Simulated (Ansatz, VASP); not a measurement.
## One calculation of LiH, two programs

```
Li H
1.0
     0.00000    2.00299    2.00299
     2.00299    0.00000    2.00299
     2.00299    2.00299    0.00000
Li H
1 1
Direct
  0.00000 0.00000 0.00000
  0.50000 0.50000 0.50000
```

Alike in both runs: task single point; functional r2SCAN; k mesh 5 × 5 × 5; no spin polarisation.

```csv
,VASP,Ansatz
version,VASP 6.6.1,Ansatz 0.2.0
potentials or method,"VASP PAW PBE potentials, release 64 (Li_sv, H)",plane waves
plane-wave cutoff (eV),520,500
occupations,"gaussian, width 0.01 eV",fixed
valence electrons in the cell,4,4
```

Ansatz gave:

- gap on the k mesh at the Fermi level (eV): 4.67

Problem. Which values does VASP return?

Solution. gap on the k mesh at the Fermi level (eV): 4.64.

VASP's potentials were made for PBE, not for r2SCAN.

The k mesh is coarse, so the values compare programs but aren't converged. Noted on VASP's run: the cutoff is under 1.25 times that of the potentials, so the pressure is a little rough.
